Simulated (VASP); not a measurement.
# Ag3Sb2 (P6/mmm) in VASP: further runs

The runs below take Ag3Sb2 through single point, with PBE.

Program: VASP 6.6.1. These are calculated values, not measurements. Logs are shortened: lines on timing, memory, paths and dates and some standing lists are left out, and cuts for length are marked.

**1. The cell of the first run**

It takes space group P6/mmm (No. 191, hexagonal). Conventional cell: a = 5.159 Å, b = 5.159 Å, c = 5.622 Å, α = 90.00°, β = 90.00°, γ = 120.00°. Within 3.7 Å of Ag (site symmetry -6m2) lie 2 Sb at 2.81 Å and 6 Ag at 2.98 Å. Within 3.9 Å of Ag (site symmetry 6/mmm) lie 6 Ag at 2.98 Å. Within 3.7 Å of Sb (site symmetry -6m2) lie 2 Ag at 2.81 Å and 3 Sb at 2.98 Å.

The cell was generated, and may not be a known phase.

**2. Single point, PBE**

Contents of INCAR:

```
SYSTEM = Ag3Sb2
PREC = Accurate
ENCUT = 500
EDIFF = 1E-6
ISMEAR = 0
SIGMA = 0.2
LREAL = .False.
LASPH = .True.
NELM = 120
ALGO = Normal
ISIF = 2
LWAVE = .False.
LCHARG = .False.
GGA = PE
NBANDS = 30
GGA_COMPAT = .False.
```

Contents of KPOINTS:

```
regular mesh
0
Gamma
  4 4 3
  0 0 0
```

Contents of POSCAR:

```
Ag3Sb2
1.0
    5.1586610879      0.0000000000      0.0000000000
   -2.5793305439      4.4675315516      0.0000000000
    0.0000000000      0.0000000000      5.6216101740
Ag Sb
3 2
Direct
    0.3333333333      0.6666666667      0.0000000000
    0.6666666667      0.3333333333      0.0000000000
    0.0000000000      0.0000000000      0.0000000000
    0.3333333333      0.6666666667      0.5000000000
    0.6666666667      0.3333333333      0.5000000000
```

Potentials or basis: VASP PAW PBE potentials, release 64 (Ag, Sb).

The run is started by

```
cat potpaw_PBE.64/Ag/POTCAR potpaw_PBE.64/Sb/POTCAR > POTCAR
mpirun -np 1 vasp_std > vasp.out
```

OUTCAR:

```text
SYSTEM = Ag3Sb2
   PREC = Accurate
   ENCUT = 500
   EDIFF = 1E-6
   ISMEAR = 0
   LREAL = .False.
   LASPH = .True.
   NELM = 120
   ISIF = 2
   GGA = PE

 ion  position               nearest neighbor table
   1  0.333  0.667  0.000-   4 2.81   4 2.81   2 2.98   3 2.98   2 2.98   3 2.98   3 2.98   2 2.98

   2  0.667  0.333  0.000-   5 2.81   5 2.81   1 2.98   3 2.98   1 2.98   3 2.98   3 2.98   1 2.98

   3  0.000  0.000  0.000-   1 2.98   2 2.98   1 2.98   2 2.98   2 2.98   1 2.98
   4  0.333  0.667  0.500-   1 2.81   1 2.81   5 2.98   5 2.98   5 2.98
   5  0.667  0.333  0.500-   2 2.81   2 2.81   4 2.98   4 2.98   4 2.98

  LATTYP: Found a hexagonal cell.
 ALAT       =     5.1586610879
 C/A-ratio  =     1.0897421013

  Lattice vectors:

 A1 = (   5.1586610879,   0.0000000000,   0.0000000000)
 A2 = (  -2.5793305439,   4.4675315516,   0.0000000000)
 A3 = (   0.0000000000,   0.0000000000,   5.6216101740)

Analysis of symmetry for initial positions (statically):
=====================================================================
 Subroutine PRICEL returns:
 Original cell was already a primitive cell.

 Routine SETGRP: Setting up the symmetry group for a
 hexagonal supercell.

 Subroutine GETGRP returns: Found 24 space group operations
 (whereof 24 operations were pure point group operations)
 out of a pool of 24 trial point group operations.

The static configuration has the point symmetry D_6h.

Analysis of symmetry for dynamics (positions and initial velocities):
=====================================================================
 Subroutine PRICEL returns:
 Original cell was already a primitive cell.

 Routine SETGRP: Setting up the symmetry group for a
 hexagonal supercell.

 Subroutine GETGRP returns: Found 24 space group operations
 (whereof 24 operations were pure point group operations)
 out of a pool of 24 trial point group operations.

The dynamic configuration has the point symmetry D_6h.

 Subroutine INISYM returns: Found 24 space group operations
 (whereof 24 operations are pure point group operations),
 and found     1 'primitive' translations

[... 77 lines left out ...]
   ISPIN  =      1    spin polarized calculation?
   LNONCOLLINEAR =      F non collinear calculations
   LSORBIT =      F    spin-orbit coupling
   LASPH  =      T    aspherical Exc in radial PAW
   ENCUT  =  500.0 eV  36.75 Ry    6.06 a.u.   9.41  9.41 10.25*2*pi/ulx,y,z
   NELM   =    120;   NELMIN=  2; NELMDL= -5     # of ELM steps
   EDIFF  = 0.1E-05   stopping-criterion for ELM
   LREAL  =      F    real-space projection
   EDIFFG = 0.1E-04   stopping-criterion for IOM
   NSW    =      0    number of steps for IOM
   IBRION =     -1    ionic relax: 0-MD 1-quasi-New 2-CG
   NFREE  =      0    steps in history (QN), initial steepest desc. (CG)
   ISIF   =      2    stress and relaxation
   ISYM   =      2    0-nonsym 1-usesym 2-fastsym
   POTIM  = 0.5000    time-step for ionic-motion
   TEBEG  =    0.0;   TEEND  =   0.0 temperature during run
   PSTRESS=    0.0 pullay stress
   NELECT =      43.0000    total number of electrons
   NUPDOWN=      -1.0000    fix difference up-down
   EMIN   =  10.00;   EMAX   =-10.00  energy-range for DOS
   EFERMI =   0.00;   METHOD = LEGACY
   ISMEAR =     0;   SIGMA  =   0.20  broadening in eV -4-tet -1-fermi 0-gaus
   EFERMI_NEDOS =   21; number of points for ismear=-14 and -15
   IALGO  =     38    algorithm
   IMIX   =      4    mixing-type and parameters
     AMIX     =   0.40;   BMIX     =  1.00
     AMIX_MAG =   1.60;   BMIX_MAG =  1.00
  volume/ion in A,a.u.               =      25.91       174.86
  Fermi-wavevector in a.u.,A,eV,Ry     =   1.133468  2.141944 17.480076  1.284749
  Thomas-Fermi vector in A             =   2.270171
   LORBIT       =      0    0 simple, 1 ext, 2 COOP (PROOUT), +10 PAW based schemes
   GGA     = PE    functional components
   LHFCALC =     F    Hartree Fock is set to
   AEXX    =    0.0000 exact exchange contribution
   IVDW    =     0    specifies the selected vdW correction
   LEPSILON=     F    determine dielectric tensor
   LRPA    =     F    only Hartree local field effects (RPA)
 non-spin polarized calculation
 Gauss-broadening in eV      SIGMA  =   0.20
  energy-cutoff  :      500.00
  volume of cell :      129.56
 maximum number of plane-waves:      3297
 NGX is ok and might be reduce to    40
   NGX = 19   NGY = 19   NGZ = 21

 number of electron      42.9999991 magnetization

 Free energy of the ion-electron system (eV)
  ---------------------------------------------------
  ext. energy  EPLUGINS =         0.00000000
  ---------------------------------------------------
  free energy    TOTEN  =       -15.28805992 eV

  energy without entropy =      -15.25044359  energy(sigma->0) =      -15.26925176

 E-fermi :   5.9578     XC(G=0):  -9.9435

 val. band max:        5.8481686281   @ k =   0.2500   0.2500   0.3333
 cond. band min:       6.2399917952   @ k =   0.2500   0.2500   0.0000
 fundamental gap:      0.3918231671
 Fermi energy:         5.9577992762

 k-point     1 :       0.0000    0.0000    0.0000
  band No.  band energies     occupation
      1      -5.3459      2.00000
      2      -1.0194      2.00000
      3       0.3666      2.00000
      4       1.3603      2.00000
      5       1.3603      2.00000
      6       1.5142      2.00000
[... 253 lines left out ...]
     29      12.1896      0.00000
     30      13.1542      0.00000

------------------------ aborting loop because EDIFF is reached ----------------------------------------

  FORCE on cell =-STRESS in cart. coord.  units (eV):
  Direction    XX          YY          ZZ          XY          YZ          ZX
  --------------------------------------------------------------------------------------
  -------------------------------------------------------------------------------------
  Total        0.1165083      0.1165083     -0.5683797      0.0000000      0.0000000      0.0000000
  in kB        1.4407949      1.4407949     -7.0288417      0.0000000      0.0000000      0.0000000
  external PRESSURE =      -1.3824173 kB  Pullay stress =       0.0000000 kB

 VOLUME and BASIS-vectors are now :
 -----------------------------------------------------------------------------
  energy-cutoff  :      500.00
  volume of cell :      129.56
      direct lattice vectors                 reciprocal lattice vectors
     5.158661088  0.000000000  0.000000000     0.193848749  0.111918628  0.000000000
    -2.579330544  4.467531552  0.000000000     0.000000000  0.223837255  0.000000000
     0.000000000  0.000000000  5.621610174     0.000000000  0.000000000  0.177884978

 POSITION                                       TOTAL-FORCE (eV/Angst)
 -----------------------------------------------------------------------------------
     -0.00000      2.97835      0.00000         0.000000     -0.000000      0.000000
      2.57933      1.48918      0.00000        -0.000000     -0.000000     -0.000000
      0.00000      0.00000      0.00000        -0.000000     -0.000000     -0.000000
     -0.00000      2.97835      2.81081         0.000000      0.000000     -0.000000
      2.57933      1.48918      2.81081        -0.000000      0.000000      0.000000
 -----------------------------------------------------------------------------------
    total drift:                                0.000000     -0.000000     -0.000000

  FREE ENERGIE OF THE ION-ELECTRON SYSTEM (eV)
  ---------------------------------------------------
  free  energy   TOTEN  =       -15.2880599216 eV

  energy  without entropy=      -15.2504435940  energy(sigma->0) =      -15.26925176
```

OSZICAR:

```text
N       E                     dE             d eps       ncg     rms          rms(c)
DAV:   1     0.232810509814E+03    0.23281E+03   -0.18085E+04   496   0.120E+03
DAV:   2    -0.738707121705E+01   -0.24020E+03   -0.23178E+03   536   0.256E+02
DAV:   3    -0.158734250771E+02   -0.84864E+01   -0.82529E+01   558   0.489E+01
DAV:   4    -0.159586490531E+02   -0.85224E-01   -0.85144E-01   516   0.492E+00
DAV:   5    -0.159600482576E+02   -0.13992E-02   -0.13992E-02   620   0.644E-01    0.691E+00
DAV:   6    -0.153331119343E+02    0.62694E+00   -0.31494E+00   526   0.161E+01    0.514E+00
DAV:   7    -0.153014070893E+02    0.31705E-01   -0.18839E-01   516   0.390E+00    0.305E+00
DAV:   8    -0.152888888883E+02    0.12518E-01   -0.42368E-02   516   0.101E+00    0.309E-01
DAV:   9    -0.152879683965E+02    0.92049E-03   -0.57302E-03   528   0.676E-01    0.130E-01
DAV:  10    -0.152880033157E+02   -0.34919E-04   -0.77854E-04   516   0.128E-01    0.365E-02
DAV:  11    -0.152880391860E+02   -0.35870E-04   -0.32622E-05   522   0.276E-02    0.129E-02
DAV:  12    -0.152880598804E+02   -0.20694E-04   -0.23004E-05   504   0.235E-02    0.675E-03
DAV:  13    -0.152880599216E+02   -0.41210E-07   -0.18778E-06   428   0.661E-03
   1 F= -.15288060E+02 E0= -.15269252E+02  d E =-.376163E-01
```

stdout:

```text
POSCAR found type information on POSCAR AgSb
 POSCAR found :  2 types and       5 ions
 scaLAPACK will be used
 LDA part: xc-table for (Slater+PW92), standard interpolation
 POSCAR, INCAR and KPOINTS ok, starting setup
 FFT: planning ... GRIDC
 FFT: planning ... GRID_SOFT
 FFT: planning ... GRID
 WAVECAR not read
 entering main loop
```

Run time: 40 s. Hardware: 1 thread of AMD EPYC 7R13, shared host; peak memory 0.21 GiB.

What came out:

| Item | Value |
| --- | --- |
| Free energy | -15.2881 eV |
| Pressure | -0.1 GPa |
| Band gap on the k mesh | zero (an odd number of electrons rules out a gap without spin polarisation) |

Caveat: the k points lie up to 0.37 Å⁻¹ apart, too coarse for converged energies and pressures of a metal; spin-orbit coupling is left out, which moves the levels of the heavy elements.

(Part 1 of 2 ends here.)

The gap in the log of VASP goes by the Fermi energy; the results here count the filled bands.